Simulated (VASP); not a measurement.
# GaP (Cmcm) in VASP: single point with LDA

Aim: the single point of GaP with LDA.

Program: VASP 6.6.1. These are calculated values, not measurements. Logs are shortened: lines on timing, memory, paths and dates and some standing lists are left out, and cuts for length are marked.

## (1) The cell of the first run

Symmetry: Cmcm, No. 63, orthorhombic system. The conventional cell has a = 4.709 Å, b = 4.976 Å, c = 13.631 Å, α = 90.00°, β = 90.00°, γ = 90.00°. Within 3.1 Å of Ga (site symmetry m) lie 6 P at 2.37 to 2.68 Å and 2 Ga at 2.66 to 2.69 Å. Ga (site symmetry m2m) has 6 P at 2.36 to 2.59 Å and 2 Ga at 2.69 Å within 3.1 Å. P (site symmetry m) has 2 P at 2.20 to 2.84 Å and 6 Ga at 2.37 to 2.68 Å within 2.9 Å. Within 3.1 Å of P (site symmetry m2m) lie 6 Ga at 2.36 to 2.59 Å and 2 P at 2.84 Å.

## (2) Single point, LDA

File INCAR:

```
PREC = Accurate
ENCUT = 500
EDIFF = 1E-6
ISMEAR = 0
SIGMA = 0.1
LREAL = F
LASPH = T
NELM = 120
ALGO = Normal
ISIF = 2
LWAVE = F
LCHARG = T
GGA = CA
LELF = T
LVHAR = T
NBANDS = 66
GGA_COMPAT = F
```

File KPOINTS:

```
Automatic mesh
0
Gamma
  12 12 4
```

File POSCAR:

```
GaP
1.0
    2.3545864708     -2.4879227141      0.0000000000
    2.3545864708      2.4879227141      0.0000000000
    0.0000000000      0.0000000000     13.6307306868
Ga P
6 6
Direct
    0.9024042083      0.0975957917      0.5909759059
    0.0975957917      0.9024042083      0.4090240941
    0.0975957917      0.9024042083      0.0909759059
    0.9024042083      0.0975957917      0.9090240941
    0.4184230763      0.5815769237      0.2500000000
    0.5815769237      0.4184230763      0.7500000000
    0.6011472305      0.3988527695      0.0718301752
    0.3988527695      0.6011472305      0.9281698248
    0.3988527695      0.6011472305      0.5718301752
    0.6011472305      0.3988527695      0.4281698248
    0.8972959508      0.1027040492      0.2500000000
    0.1027040492      0.8972959508      0.7500000000
```

Potentials or basis: VASP PAW LDA potentials, release 64 (Ga_d, P).

Launch:

```
cat potpaw_LDA.64/Ga_d/POTCAR potpaw_LDA.64/P/POTCAR > POTCAR
mpirun -np 1 vasp_std > vasp.out
```

OUTCAR:

```text
PREC = Accurate
   ENCUT = 500
   EDIFF = 1E-6
   ISMEAR = 0
   LREAL = F
   LASPH = T
   NELM = 120
   ISIF = 2
   GGA = CA

 ion  position               nearest neighbor table
   1  0.902  0.098  0.591-   9 2.37   9 2.37  12 2.39   9 2.48   9 2.52   2 2.66  10 2.68   6 2.69

   2  0.098  0.902  0.409-  10 2.37  10 2.37  11 2.39  10 2.48  10 2.52   1 2.66   9 2.68   5 2.69

   3  0.098  0.902  0.091-   7 2.37   7 2.37  11 2.39   7 2.48   7 2.52   4 2.66   8 2.68   5 2.69
[... 15 lines left out ...]
  11  0.897  0.103  0.250-   5 2.36   5 2.36   5 2.38   2 2.39   3 2.39   5 2.59  10 2.84   7 2.84

  12  0.103  0.897  0.750-   6 2.36   6 2.36   6 2.38   1 2.39   4 2.39   6 2.59   8 2.84   9 2.84

  LATTYP: Found a base centered orthorhombic cell.
 ALAT       =     4.7091729416
 B/A-ratio  =     1.0566283061
 C/A-ratio  =     2.8945062872

  Lattice vectors:

 A1 = (   2.3545864708,  -2.4879227141,   0.0000000000)
 A2 = (   2.3545864708,   2.4879227141,   0.0000000000)
 A3 = (   0.0000000000,   0.0000000000,  13.6307306868)

Analysis of symmetry for initial positions (statically):
=====================================================================
 Subroutine PRICEL returns:
 Original cell was already a primitive cell.

 Routine SETGRP: Setting up the symmetry group for a
 base centered orthorhombic supercell.

 Subroutine GETGRP returns: Found  8 space group operations
 (whereof  4 operations were pure point group operations)
 out of a pool of  8 trial point group operations.

The static configuration has the point symmetry C_2h.
 The point group associated with its full space group is D_2h.

Analysis of symmetry for dynamics (positions and initial velocities):
=====================================================================
 Subroutine PRICEL returns:
 Original cell was already a primitive cell.

 Routine SETGRP: Setting up the symmetry group for a
 base centered orthorhombic supercell.

 Subroutine GETGRP returns: Found  8 space group operations
 (whereof  4 operations were pure point group operations)
 out of a pool of  8 trial point group operations.

The dynamic configuration has the point symmetry C_2h.
 The point group associated with its full space group is D_2h.

 Subroutine INISYM returns: Found  8 space group operations
 (whereof  4 operations are pure point group operations),
 and found     1 'primitive' translations

[... 124 lines left out ...]
   PSTRESS=    0.0 pullay stress
   NELECT =     108.0000    total number of electrons
   NUPDOWN=      -1.0000    fix difference up-down
   EMIN   =  10.00;   EMAX   =-10.00  energy-range for DOS
   EFERMI =   0.00;   METHOD = LEGACY
   ISMEAR =     0;   SIGMA  =   0.10  broadening in eV -4-tet -1-fermi 0-gaus
   EFERMI_NEDOS =   21; number of points for ismear=-14 and -15
   IALGO  =     38    algorithm
   IMIX   =      4    mixing-type and parameters
     AMIX     =   0.40;   BMIX     =  1.00
     AMIX_MAG =   1.60;   BMIX_MAG =  1.00
  volume/ion in A,a.u.               =      13.31        89.81
  Fermi-wavevector in a.u.,A,eV,Ry     =   1.436975  2.715489 28.094629  2.064897
  Thomas-Fermi vector in A             =   2.556104
   LORBIT       =      0    0 simple, 1 ext, 2 COOP (PROOUT), +10 PAW based schemes
   GGA     = CA    functional components
   LHFCALC =     F    Hartree Fock is set to
   AEXX    =    0.0000 exact exchange contribution
   IVDW    =     0    specifies the selected vdW correction
   LEPSILON=     F    determine dielectric tensor
   LRPA    =     F    only Hartree local field effects (RPA)
 non-spin polarized calculation
 Gauss-broadening in eV      SIGMA  =   0.10
  energy-cutoff  :      500.00
  volume of cell :      159.70
 maximum number of plane-waves:      4083
 NGX is ok and might be reduce to    28
   NGX = 13   NGY = 13   NGZ = 49

 number of electron     108.0000069 magnetization

 Free energy of the ion-electron system (eV)
  ---------------------------------------------------
  ext. energy  EPLUGINS =         0.00000000
  ---------------------------------------------------
  free energy    TOTEN  =       -56.43531282 eV

  energy without entropy =      -56.41862278  energy(sigma->0) =      -56.42696780

 E-fermi :  10.1201     XC(G=0): -12.4901

 val. band max:       10.1189708335   @ k =   0.2500   0.2500   0.2500
 cond. band min:      10.1355420440   @ k =   0.5000  -0.0000   0.0000
 fundamental gap:      0.0165712106
 Fermi energy:        10.1200744251

 k-point     1 :       0.0000    0.0000    0.0000
  band No.  band energies     occupation
      1      -6.1724      2.00000
      2      -5.9481      2.00000
      3      -5.8378      2.00000
      4      -5.8084      2.00000
      5      -5.6661      2.00000
      6      -5.5634      2.00000
[... 1645 lines left out ...]
     65      14.3899      0.00000
     66      15.3205      0.00000

 [... further k-points ...]

------------------------ aborting loop because EDIFF is reached ----------------------------------------

  FORCE on cell =-STRESS in cart. coord.  units (eV):
  Direction    XX          YY          ZZ          XY          YZ          ZX
  --------------------------------------------------------------------------------------
  -------------------------------------------------------------------------------------
  Total       24.2684903     24.1858332     24.0918788      0.0000000      0.0000000      0.0000000
  in kB      243.4740506    242.6447913    241.7021927      0.0000000      0.0000000      0.0000000
  external PRESSURE =     242.6070115 kB  Pullay stress =       0.0000000 kB

 VOLUME and BASIS-vectors are now :
 -----------------------------------------------------------------------------
  energy-cutoff  :      500.00
  volume of cell :      159.70
      direct lattice vectors                 reciprocal lattice vectors
     2.354586471 -2.487922714  0.000000000     0.212351513 -0.200970873  0.000000000
     2.354586471  2.487922714  0.000000000     0.212351513  0.200970873  0.000000000
     0.000000000  0.000000000 13.630730687     0.000000000  0.000000000  0.073363639

 POSITION                                       TOTAL-FORCE (eV/Angst)
 -----------------------------------------------------------------------------------
      2.35459     -2.00230      8.05543         0.000000      0.001613      0.002761
      2.35459      2.00230      5.57530         0.000000     -0.001613     -0.002761
      2.35459      2.00230      1.24007         0.000000     -0.001613      0.002761
      2.35459     -2.00230     12.39066         0.000000      0.001613     -0.002761
      2.35459      0.40591      3.40768         0.000000      0.003443      0.000000
      2.35459     -0.40591     10.22305         0.000000     -0.003443     -0.000000
      2.35459     -0.50329      0.97910         0.000000      0.008982     -0.030981
      2.35459      0.50329     12.65163         0.000000     -0.008982      0.030981
      2.35459      0.50329      7.79446         0.000000     -0.008982     -0.030981
      2.35459     -0.50329      5.83627         0.000000      0.008982      0.030981
      2.35459     -1.97688      3.40768         0.000000      0.001823     -0.000000
      2.35459      1.97688     10.22305         0.000000     -0.001823      0.000000
 -----------------------------------------------------------------------------------
    total drift:                                0.000000      0.000000      0.000000

  FREE ENERGIE OF THE ION-ELECTRON SYSTEM (eV)
  ---------------------------------------------------
  free  energy   TOTEN  =       -56.4353128228 eV

  energy  without entropy=      -56.4186227823  energy(sigma->0) =      -56.42696780
```

OSZICAR:

```text
N       E                     dE             d eps       ncg     rms          rms(c)
DAV:   1     0.117184660700E+04    0.11718E+04   -0.44696E+04 18434   0.275E+03
DAV:   2     0.182168525716E+03   -0.98968E+03   -0.95163E+03 17180   0.739E+02
DAV:   3    -0.373155698828E+02   -0.21948E+03   -0.20776E+03 19716   0.221E+02
DAV:   4    -0.564651841320E+02   -0.19150E+02   -0.18513E+02 20580   0.643E+01
DAV:   5    -0.575432754762E+02   -0.10781E+01   -0.10688E+01 25104   0.152E+01    0.140E+01
DAV:   6    -0.565775882351E+02    0.96569E+00   -0.19968E+00 25224   0.190E+01    0.806E+00
DAV:   7    -0.564562642877E+02    0.12132E+00   -0.10435E+00 26944   0.706E+00    0.117E+00
DAV:   8    -0.564335373321E+02    0.22727E-01   -0.26478E-01 23350   0.671E+00    0.717E-01
DAV:   9    -0.564352600340E+02   -0.17227E-02   -0.30496E-02 21784   0.263E+00    0.190E-01
DAV:  10    -0.564351268734E+02    0.13316E-03   -0.55119E-03 23916   0.141E+00    0.933E-02
DAV:  11    -0.564352479298E+02   -0.12106E-03   -0.25411E-03 20632   0.722E-01    0.541E-02
DAV:  12    -0.564353006110E+02   -0.52681E-04   -0.84015E-04 21596   0.323E-01    0.223E-02
DAV:  13    -0.564353065038E+02   -0.58928E-05   -0.18499E-04 24336   0.193E-01    0.172E-02
DAV:  14    -0.564353117132E+02   -0.52094E-05   -0.74002E-05 21540   0.793E-02    0.549E-03
DAV:  15    -0.564353127133E+02   -0.10002E-05   -0.11768E-05 16924   0.334E-02    0.200E-03
DAV:  16    -0.564353128228E+02   -0.10945E-06   -0.24262E-06 12556   0.249E-02
   1 F= -.56435313E+02 E0= -.56426968E+02  d E =-.166900E-01
```

stdout:

```text
POSCAR found type information on POSCAR GaP
 POSCAR found :  2 types and      12 ions
 scaLAPACK will be used
 LDA part: xc-table for (Slater(with rela. corr.)+CA(PZ))
 , standard interpolation
 POSCAR, INCAR and KPOINTS ok, starting setup
 FFT: planning ... GRIDC
 FFT: planning ... GRID_SOFT
 FFT: planning ... GRID
 WAVECAR not read
 entering main loop
```

It took 30 min on 1 thread of AMD EPYC 7R13 (Zen 3), shared host; peak memory 0.82 GiB.

What came out:

```yaml
Free_energy: -56.4353 eV
Pressure: 24.3 GPa
Largest_force: 0.032 eV/Å
Band_gap_on_the_k_mesh: zero (bands 54 and 55 overlap by 4.63 eV)
```

Forces in eV/Å, atoms in the order of the input:
```
Ga   0.000  0.002  0.003
Ga   0.000 -0.002 -0.003
Ga   0.000 -0.002  0.003
Ga   0.000  0.002 -0.003
Ga   0.000  0.003  0.000
Ga   0.000 -0.003  0.000
P    0.000  0.009 -0.031
P    0.000 -0.009  0.031
P    0.000 -0.009 -0.031
P    0.000  0.009  0.031
P    0.000  0.002  0.000
P    0.000 -0.002  0.000
```

Levels at points of the mesh, in eV from the Fermi level:
```tsv
k point	band 50	band 51	band 52	band 53	band 54	band 55	band 56	band 57	band 58	band 59
(0.00, 0.00, 0.00)	-2.56	-2.46	-1.09	-0.97	-0.80	-0.26	-0.17	1.64	2.15	2.59
(0.50, 0.00, 0.00)	-0.96	-0.94	-0.87	0.02	0.05	0.75	0.86	1.42	1.55	1.66
(0.50, 0.50, 0.00)	-5.06	-3.83	-3.75	-3.65	-3.36	-2.68	-1.96	-0.83	0.43	1.74
(0.00, 0.00, 0.50)	-2.48	-1.88	-1.88	-1.53	-1.53	0.52	0.52	1.52	1.52	2.70
(0.50, 0.00, 0.50)	-1.27	-0.91	-0.91	0.48	0.48	1.08	1.08	1.58	1.58	2.36
(0.50, 0.50, 0.50)	-4.84	-4.48	-4.48	-4.01	-4.01	-1.38	-1.38	-0.06	-0.06	0.61
```

Caveat: the cell stands under pressure.
